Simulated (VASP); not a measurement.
Ge, 2 atoms in the cell. It takes space group I4_1/amd (No. 141, tetragonal). Conventional cell: a = 5.303 Å, b = 5.303 Å, c = 2.753 Å, α = 90.00°, β = 90.00°, γ = 90.00°. Ge (site symmetry -4m2) has 10 Ge at 2.74 to 3.36 Å within 3.6 Å.  This cell differs from its parent crystal: strain +0.030 along x and y, -0.015 along z.

| Quantity | Value |
| --- | --- |
| Program | VASP 6.6.1 |
| Task | single point |
| Functional | PBEsol |
| Potentials or basis | VASP PAW PBE potentials, release 64 (Ge_d) |
| Cutoff | 520 eV |
| k mesh | 20 × 20 × 20 |
| Occupations | gaussian, width 0.15 eV |
| Spin | no spin polarisation |
| Dipole correction | no |
| Further INCAR settings | ALGO = Normal; EDIFF = 1e-07; NBANDS = 21 |

Potentials or basis: VASP PAW PBE potentials, release 64 (Ge_d).

Command:

```console
$ cat potpaw_PBE.64/Ge_d/POTCAR > POTCAR
$ mpirun -np 1 vasp_std > vasp.out
```

Hardware: 1 thread of AMD EPYC 7R13, on a shared host.

Question: How long does it take, and how much memory?

Answer: Run time: 11 min on 1 thread of AMD EPYC 7R13 (shared host), peak memory 0.46 GiB. Counts: scf iterations 12, k points 641.
